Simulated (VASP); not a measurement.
Set up this calculation in VASP 6.6.1, as the native input.

| Property | Result |
| --- | --- |
| Task | single point |
| Functional | r2SCAN |
| Potentials or basis | VASP PAW PBE potentials, release 64 (Co) |
| Cutoff | 520 eV |
| k mesh | 18 × 18 × 18 |
| Occupations | fermi-dirac, width 0.1 eV |
| Spin | no spin polarisation |
| Dipole correction | no |
| Further INCAR settings | ALGO = Normal; EDIFF = 1e-06; NBANDS = 10 |

Co:

```
Co
1.0
     0.00000    1.70741    1.70741
     1.70741    0.00000    1.70741
     1.70741    1.70741    0.00000
Co
1
Direct
  0.00000 0.00000 0.00000
```

This isn't the form of Co at room conditions, which is hcp.

One way to write it, as run:

POSCAR

```
Co
1.0
    0.0000000000      1.7074058208      1.7074058208
    1.7074058208      0.0000000000      1.7074058208
    1.7074058208      1.7074058208      0.0000000000
Co
1
Direct
    0.0000000000      0.0000000000      0.0000000000
```

INCAR.step1

```
SYSTEM = Co
PREC = Accurate
ENCUT = 520
ISMEAR = -1
SIGMA = 0.1
LREAL = .FALSE.
LASPH = .TRUE.
NELM = 80
NBANDS = 10
GGA = PE
ALGO = Normal
EDIFF = 1E-4
LWAVE = .TRUE.
LCHARG = .FALSE.
```

INCAR.step2

```
SYSTEM = Co
PREC = Accurate
ENCUT = 520
EDIFF = 1E-6
ISMEAR = -1
SIGMA = 0.1
LREAL = .FALSE.
LASPH = .TRUE.
NELM = 80
ALGO = Normal
ISIF = 2
LWAVE = .FALSE.
LCHARG = .TRUE.
METAGGA = R2SCAN
LMIXTAU = .TRUE.
LELF = .TRUE.
LVHAR = .TRUE.
NBANDS = 10
ISTART = 1
```

KPOINTS

```
regular mesh
0
G
  18 18 18
  0 0 0
```

Potentials or basis: VASP PAW PBE potentials, release 64 (Co).

Run with:

```bash
$ cat potpaw_PBE.64/Co/POTCAR > POTCAR
$ cp INCAR.step1 INCAR
$ mpirun -np 1 vasp_std > vasp.out
$ cp INCAR.step2 INCAR
$ mpirun -np 1 vasp_std > vasp.out
```

It gave:

- Pressure: 0.2 GPa
- Band gap on the k mesh: zero (an odd number of electrons rules out a gap without spin polarisation)

Caveat: the PAW data sets were made with another functional, which shifts forces and pressure a little; the run has no spin polarisation, though such a crystal can be magnetic.

Run time: 2.6 min on 1 thread of AMD EPYC 7R13, on a shared host, peak memory 0.11 GiB.
